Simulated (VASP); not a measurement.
# SnGe2 in VASP: a series of runs

The runs below take SnGe2 through single point, with PBE.

All numbers are computed with VASP 6.6.1; they aren't measurements. Logs are shortened: lines on timing, memory, paths and dates and some standing lists are left out, and cuts for length are marked.

## Step 1: The cell of the first run

The structure is monoclinic, space group C2/m (No. 12). The conventional cell has a = 5.556 Å, b = 3.189 Å, c = 7.823 Å, α = 90.00°, β = 90.04°, γ = 90.00°. Within 4.2 Å of Sn (site symmetry 2/m) lie 6 Sn at 3.19 to 3.20 Å and 6 Ge at 3.41 Å. Ge (site symmetry m) has 9 Ge at 2.79 to 3.20 Å and 3 Sn at 3.41 Å within 3.7 Å.

## Step 2: Single point, PBE

File INCAR:

```
ALGO     = Normal         # electronic algorithm
EDIFF    = 1E-6           # SCF threshold, eV
ENCUT    = 520            # plane-wave cutoff, eV
GGA      = PE             # functional
ISIF     = 2              # what is computed and relaxed
ISMEAR   = 0              # smearing method
LASPH    = True           # aspherical terms in the spheres
LCHARG   = False          # write CHGCAR
LREAL    = False          # projectors in reciprocal space
LWAVE    = False          # write WAVECAR
NBANDS   = 28             # bands
NELM     = 60             # most SCF steps
PREC     = Accurate       # precision mode
SIGMA    = 0.1            # smearing width, eV
```

File KPOINTS:

```
k-points
0
Gamma
  6 6 2
```

File POSCAR:

```
SnGe2
1.0
    2.7765343902     -1.5943101083      0.0954192821
    2.7765343902      1.5943101083      0.0954192821
   -0.2636238180      0.0000000000      7.8186737943
Sn Ge
1 2
Direct
    0.5000000000      0.5000000000      0.0000000000
    0.8331971220      0.8331971220      0.6336632409
    0.1668028780      0.1668028780      0.3663367591
```

Potentials or basis: VASP PAW PBE potentials, release 64 (Sn_d, Ge_d).

The run is started by

```
> cat potpaw_PBE.64/Sn_d/POTCAR potpaw_PBE.64/Ge_d/POTCAR > POTCAR
> mpirun -np 1 vasp_std > vasp.out
```

OUTCAR:

```text
EDIFF = 1E-6
   ENCUT = 520
   GGA = PE
   ISIF = 2
   ISMEAR = 0
   LASPH = True
   LREAL = False
   NELM = 60
   PREC = Accurate

 ion  position               nearest neighbor table
   1  0.500  0.500  0.000-
   2  0.833  0.833  0.634-   3 2.79   3 2.79   3 2.79
   3  0.167  0.167  0.366-   2 2.79   2 2.79   2 2.79

  LATTYP: Found a base centered monoclinic cell.
 ALAT       =     5.5563470228
 B/A-ratio  =     0.5738698831
 C/A-ratio  =     1.4079604511
 COS(beta)  =    -0.0006483693

  Lattice vectors:

 A1 = (  -2.7765343902,   1.5943101083,  -0.0954192821)
 A2 = (  -2.7765343902,  -1.5943101083,  -0.0954192821)
 A3 = (  -0.2636238180,   0.0000000000,   7.8186737943)

Analysis of symmetry for initial positions (statically):
=====================================================================
 Subroutine PRICEL returns:
 Original cell was already a primitive cell.

 Routine SETGRP: Setting up the symmetry group for a
 base centered monoclinic supercell.

 Subroutine GETGRP returns: Found  4 space group operations
 (whereof  4 operations were pure point group operations)
 out of a pool of  4 trial point group operations.

The static configuration has the point symmetry C_2h.

Analysis of symmetry for dynamics (positions and initial velocities):
=====================================================================
 Subroutine PRICEL returns:
 Original cell was already a primitive cell.

 Routine SETGRP: Setting up the symmetry group for a
 base centered monoclinic supercell.

 Subroutine GETGRP returns: Found  4 space group operations
 (whereof  4 operations were pure point group operations)
 out of a pool of  4 trial point group operations.

The dynamic configuration has the point symmetry C_2h.

 Subroutine INISYM returns: Found  4 space group operations
 (whereof  4 operations are pure point group operations),
 and found     1 'primitive' translations

----------------------------------------------------------------------------------------

                                     Primitive cell

  volume of cell :      69.3014

[... 82 lines left out ...]
   ISTART =      0    job   : 0-new  1-cont  2-samecut
   ICHARG =      2    charge: 1-file 2-atom 10-const
   ISPIN  =      1    spin polarized calculation?
   LNONCOLLINEAR =      F non collinear calculations
   LSORBIT =      F    spin-orbit coupling
   LASPH  =      T    aspherical Exc in radial PAW
   ENCUT  =  520.0 eV  38.22 Ry    6.18 a.u.   5.96  5.96 14.55*2*pi/ulx,y,z
   NELM   =     60;   NELMIN=  2; NELMDL= -5     # of ELM steps
   EDIFF  = 0.1E-05   stopping-criterion for ELM
   LREAL  =      F    real-space projection
   EDIFFG = 0.1E-04   stopping-criterion for IOM
   NSW    =      0    number of steps for IOM
   IBRION =     -1    ionic relax: 0-MD 1-quasi-New 2-CG
   NFREE  =      0    steps in history (QN), initial steepest desc. (CG)
   ISIF   =      2    stress and relaxation
   ISYM   =      2    0-nonsym 1-usesym 2-fastsym
   POTIM  = 0.5000    time-step for ionic-motion
   TEBEG  =    0.0;   TEEND  =   0.0 temperature during run
   PSTRESS=    0.0 pullay stress
   NELECT =      42.0000    total number of electrons
   NUPDOWN=      -1.0000    fix difference up-down
   EMIN   =  10.00;   EMAX   =-10.00  energy-range for DOS
   EFERMI =   0.00;   METHOD = LEGACY
   ISMEAR =     0;   SIGMA  =   0.10  broadening in eV -4-tet -1-fermi 0-gaus
   EFERMI_NEDOS =   21; number of points for ismear=-14 and -15
   IALGO  =     38    algorithm
   IMIX   =      4    mixing-type and parameters
     AMIX     =   0.40;   BMIX     =  1.00
     AMIX_MAG =   1.60;   BMIX_MAG =  1.00
  volume/ion in A,a.u.               =      23.10       155.89
  Fermi-wavevector in a.u.,A,eV,Ry     =   1.385407  2.618039 26.114367  1.919352
  Thomas-Fermi vector in A             =   2.509820
   LORBIT       =      0    0 simple, 1 ext, 2 COOP (PROOUT), +10 PAW based schemes
   GGA     = PE    functional components
   LHFCALC =     F    Hartree Fock is set to
   AEXX    =    0.0000 exact exchange contribution
   IVDW    =     0    specifies the selected vdW correction
   LEPSILON=     F    determine dielectric tensor
   LRPA    =     F    only Hartree local field effects (RPA)
 non-spin polarized calculation
 Gauss-broadening in eV      SIGMA  =   0.10
  energy-cutoff  :      520.00
  volume of cell :       69.30
 maximum number of plane-waves:      1888
   NGX = 11   NGY = 11   NGZ = 29

 number of electron      42.0000027 magnetization

 Free energy of the ion-electron system (eV)
  ---------------------------------------------------
  ext. energy  EPLUGINS =         0.00000000
  ---------------------------------------------------
  free energy    TOTEN  =       -12.11260971 eV

  energy without entropy =      -12.10977972  energy(sigma->0) =      -12.11119471

 E-fermi :   6.5299     XC(G=0): -10.5625

 val. band max:        6.4747100157   @ k =   0.3333  -0.0000   0.0000
 cond. band min:       6.8206209354   @ k =   0.3333   0.1667  -0.0000
 fundamental gap:      0.3459109196
 Fermi energy:         6.5298789798

 k-point     1 :       0.0000    0.0000    0.0000
  band No.  band energies     occupation
      1     -18.0346      2.00000
      2     -18.0339      2.00000
      3     -18.0237      2.00000
      4     -18.0216      2.00000
      5     -17.9996      2.00000
      6     -17.9699      2.00000
[... 733 lines left out ...]
     27      11.7324      0.00000
     28      15.3852      0.00000

 [... further k-points ...]

------------------------ aborting loop because EDIFF is reached ----------------------------------------

  FORCE on cell =-STRESS in cart. coord.  units (eV):
  Direction    XX          YY          ZZ          XY          YZ          ZX
  --------------------------------------------------------------------------------------
  -------------------------------------------------------------------------------------
  Total        0.0638063      0.1064615      0.1191051      0.0000000      0.0000000     -0.0382525
  in kB        1.4751361      2.4612806      2.7535875      0.0000000      0.0000000     -0.8843592
  external PRESSURE =       2.2300014 kB  Pullay stress =       0.0000000 kB

 VOLUME and BASIS-vectors are now :
 -----------------------------------------------------------------------------
  energy-cutoff  :      520.00
  volume of cell :       69.30
      direct lattice vectors                 reciprocal lattice vectors
     2.776534390 -1.594310108  0.095419282     0.179872183 -0.313615273  0.006064787
     2.776534390  1.594310108  0.095419282     0.179872183  0.313615273  0.006064787
    -0.263623818  0.000000000  7.818673794    -0.004390329  0.000000000  0.127750899

 POSITION                                       TOTAL-FORCE (eV/Angst)
 -----------------------------------------------------------------------------------
      2.77653      0.00000      0.09542         0.000000     -0.000000      0.000000
      4.45975      0.00000      5.11341         0.011410      0.000000      0.013016
      0.82969      0.00000      2.89610        -0.011410      0.000000     -0.013016
 -----------------------------------------------------------------------------------
    total drift:                               -0.000000     -0.000000     -0.000000

  FREE ENERGIE OF THE ION-ELECTRON SYSTEM (eV)
  ---------------------------------------------------
  free  energy   TOTEN  =       -12.1126097108 eV

  energy  without entropy=      -12.1097797165  energy(sigma->0) =      -12.11119471
```

OSZICAR:

```text
N       E                     dE             d eps       ncg     rms          rms(c)
DAV:   1     0.340889158801E+03    0.34089E+03   -0.21759E+04  1588   0.365E+03
DAV:   2     0.437888172430E+02   -0.29710E+03   -0.29049E+03  1456   0.678E+02
DAV:   3    -0.958037509270E+01   -0.53369E+02   -0.52709E+02  1668   0.189E+02
DAV:   4    -0.121291744378E+02   -0.25488E+01   -0.25376E+01  1708   0.476E+01
DAV:   5    -0.121851497082E+02   -0.55975E-01   -0.55964E-01  1624   0.763E+00    0.213E+00
DAV:   6    -0.121240940759E+02    0.61056E-01   -0.17194E-01  1760   0.279E+00    0.123E+00
DAV:   7    -0.121140744520E+02    0.10020E-01   -0.38455E-02  1708   0.170E+00    0.391E-01
DAV:   8    -0.121126431488E+02    0.14313E-02   -0.42356E-03  1788   0.544E-01    0.802E-02
DAV:   9    -0.121126010359E+02    0.42113E-04   -0.51507E-04  1632   0.226E-01    0.353E-02
DAV:  10    -0.121126080471E+02   -0.70112E-05   -0.29939E-05  2028   0.650E-02    0.966E-03
DAV:  11    -0.121126100669E+02   -0.20197E-05   -0.34465E-06  1420   0.164E-02    0.180E-03
DAV:  12    -0.121126097108E+02    0.35603E-06   -0.49909E-07   900   0.923E-03
   1 F= -.12112610E+02 E0= -.12111195E+02  d E =-.282999E-02
```

Wall time 18 s (1 thread of Intel Xeon 6975P-C (Granite Rapids), shared host); peak memory 0.2 GiB.

Results:

- Free energy: -12.1126 eV
- Pressure: 0.2 GPa
- Largest force: 0.017 eV/Å
- Band gap on the k mesh: zero (band 21 reaches 11.67 eV, above the bottom of band 22 at 4.82 eV)

Forces in eV/Å, atoms in the order of the input:
```
Sn   0.000  0.000  0.000
Ge   0.011  0.000  0.013
Ge  -0.011  0.000 -0.013
```

Caveat: the k points lie up to 0.40 Å⁻¹ apart; spin-orbit coupling is left out, which moves the levels of the heavy elements.

## Step 3: Single point, PBE

This run uses another cell than the first one, of 22.83 Å³/atom, 0.988 times its volume.

File INCAR:

```
SYSTEM = SnGe2
PREC = Accurate
ENCUT = 520
EDIFF = 1E-7
ISMEAR = 0
SIGMA = 0.1
LREAL = .FALSE.
LASPH = .TRUE.
NELM = 60
ALGO = Normal
ISIF = 2
LWAVE = .FALSE.
LCHARG = .TRUE.
GGA = PE
LELF = .TRUE.
LVHAR = .TRUE.
NBANDS = 28
```

File KPOINTS:

```
regular mesh
0
G
  18 18 6
  0 0 0
```

File POSCAR:

```
SnGe2
1.0
    3.2394759870      0.0000000000      0.0000000000
   -1.6197379935      2.8054684997      0.0000000000
    0.0000000000      0.0000000000      7.5376729871
Sn Ge
1 2
Direct
    0.0000000000      0.0000000000      0.0000000000
    0.3333333333      0.6666666667      0.6387129914
    0.6666666667      0.3333333333      0.3612870086
```

Potentials or basis: VASP PAW PBE potentials, release 64 (Sn_d, Ge_d).

The run is started by

```
> cat potpaw_PBE.64/Sn_d/POTCAR potpaw_PBE.64/Ge_d/POTCAR > POTCAR
> mpirun -np 1 vasp_std > vasp.out
```

Wall time 2.1 min (1 thread of Intel Xeon 6975P-C (Granite Rapids), shared host); peak memory 0.44 GiB.

It converged, with:

| Item | Value |
| --- | --- |
| Free energy | -12.0931 eV |
| Pressure | -0.1 GPa |
| Largest force | 0.008 eV/Å |
| Band gap on the k mesh | zero (band 21 reaches 11.48 eV, above the bottom of band 22 at 4.84 eV) |

Forces in eV/Å, atoms in the order of the input:
```
Sn   0.000  0.000  0.000
Ge   0.000  0.000  0.008
Ge   0.000  0.000 -0.008
```

Levels at points of the mesh, in eV from the Fermi level:
```
           k point  band 17  band 18  band 19  band 20  band 21  band 22  band 23  band 24  band 25  band 26
(0.00, 0.00, 0.00)    -9.64    -8.80    -1.08    -0.70     4.73     4.73     6.16     6.16     8.26     8.26
(0.50, 0.00, 0.00)    -7.26    -5.22    -3.98    -3.74    -3.17     1.48     2.56     3.40     3.56     4.50
(0.00, 0.00, 0.50)   -10.79    -6.78    -4.59     4.03     4.70     4.70     5.43     6.36     6.36     7.88
(0.50, 0.00, 0.50)    -7.03    -6.08    -4.91    -1.93    -1.46     0.23     0.53     1.67     3.29     5.47
```

Caveat: spin-orbit coupling is left out, which moves the levels of the heavy elements.
